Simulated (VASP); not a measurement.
**LaHfO: relaxation of cell and atoms with PBE**

Crystal: LaHfO.

```
La Hf O
1.0
     3.71960    0.00000    0.00000
     0.00000    3.71960    0.00000
     0.00000    0.00000    4.30026
La Hf O
1 1 1
Direct
  0.50000 0.50000 0.50000
  0.00000 0.00000 0.00000
  0.00000 0.00000 0.50000
```

| Item | Value |
| --- | --- |
| Program | VASP 6.6.1 |
| Task | relaxation of cell and atoms |
| Functional | PBE |
| Potentials or basis | VASP PAW PBE potentials, release 64 (La, Hf_pv, O) |
| Cutoff | 600 eV |
| k mesh | 10 × 10 × 8 |
| Occupations | gaussian, width 0.1 eV |
| Spin | no spin polarisation |
| Dipole correction | no |
| Further INCAR settings | ALGO = Normal; EDIFF = 1e-06; IBRION = 2; EDIFFG = -0.001; NSW = 80; ISIF = 3 |

- Relaxed volume: 19.74 Å³/atom
- Relaxed cell: a = 3.720 Å, b = 3.720 Å, c = 4.279 Å, α = 90.00°, β = 90.00°, γ = 90.00°
- Space group after relaxing (to 0.1 Å): P4/mmm (No. 123)
- Energy gained by relaxing: 0.5 meV/atom
- Ionic steps: 27
- Pressure after relaxing: 0.0 GPa
- Band gap on the k mesh: zero (an odd number of electrons rules out a gap without spin polarisation)

Step by step:
| step | energy change (eV) | largest force (eV/Å) | pressure (GPa) | volume (Å³) |
| --- | --- | --- | --- | --- |
| 1 | 0.0000 | 0.0000 | -0.73 | 59.50 |
| 2 | 0.0004 | 0.0000 | 1.00 | 58.72 |
| 3 | -0.0013 | 0.0000 | 0.08 | 59.13 |
| 4 | -0.0014 | 0.0000 | 0.02 | 59.19 |
| 5 | -0.0014 | 0.0000 | 0.01 | 59.21 |
| 6 | -0.0014 | 0.0000 | 0.01 | 59.21 |
| 7 | -0.0014 | 0.0000 | 0.01 | 59.21 |
| 8 | -0.0014 | 0.0000 | 0.01 | 59.22 |
| 9 | -0.0014 | 0.0000 | -0.09 | 59.25 |
| 10 | -0.0014 | 0.0000 | -0.03 | 59.23 |
| 11 | -0.0014 | 0.0000 | -0.04 | 59.22 |
| 12 | -0.0014 | 0.0000 | -0.03 | 59.22 |
| 13 | -0.0014 | 0.0000 | -0.04 | 59.22 |
| 14 | -0.0014 | 0.0000 | 0.00 | 59.20 |
| 15 | -0.0014 | 0.0000 | 0.01 | 59.20 |
| 16 | -0.0014 | 0.0000 | 0.01 | 59.20 |
| 17 | -0.0014 | 0.0000 | 0.02 | 59.21 |
| 18 | -0.0014 | 0.0000 | 0.01 | 59.21 |
| 19 | -0.0014 | 0.0000 | -0.05 | 59.22 |
| 20 | -0.0014 | 0.0000 | -0.02 | 59.21 |
| 21 | -0.0014 | 0.0000 | -0.02 | 59.21 |
| 22 | -0.0014 | 0.0000 | -0.01 | 59.21 |
| 23 | -0.0014 | 0.0000 | -0.02 | 59.21 |
| 24 | -0.0014 | 0.0000 | 0.02 | 59.19 |
| 25 | -0.0014 | 0.0000 | 0.05 | 59.20 |
| 26 | -0.0014 | 0.0000 | 0.02 | 59.20 |
| 27 | -0.0014 | 0.0000 | 0.00 | 59.21 |

Final structure:
```
CELL_PARAMETERS angstrom
3.71959 0.00000 0.00000
0.00000 3.71959 0.00000
0.00000 0.00000 4.27925
ATOMIC_POSITIONS crystal
La 0.50000 0.50000 0.50000
Hf 0.00000 0.00000 0.00000
O 0.00000 0.00000 0.50000
```

Levels at points of the mesh, in eV from the Fermi level:
```csv
k point,band 10,band 11,band 12,band 13,band 14,band 15,band 16,band 17
"(0.00, 0.00, 0.00)",-5.06,-5.06,-4.48,-2.48,0.43,0.43,1.71,1.97
"(0.50, 0.00, 0.00)",-6.20,-5.41,-1.74,-1.19,0.13,0.88,0.98,1.67
"(0.50, 0.50, 0.00)",-4.76,-4.76,-2.07,-1.73,-1.73,1.51,1.51,1.83
"(0.00, 0.00, 0.50)",-5.45,-5.45,-2.51,-0.99,-0.77,1.68,1.85,2.14
"(0.50, 0.00, 0.50)",-6.92,-6.65,-2.92,-0.12,1.06,1.25,1.98,2.10
"(0.50, 0.50, 0.50)",-5.17,-5.17,-1.14,-1.14,-0.06,1.57,1.57,1.93
```

Wall time 8.3 min on 1 thread of Intel(R) Xeon(R) 6975P-C (Granite Rapids), on a shared host, peak memory 0.33 GiB.

Caveat: spin-orbit coupling is left out, which moves the levels of the heavy elements; an odd number of electrons without spin polarisation forces a metal; a magnetic or distorted state may lie lower.
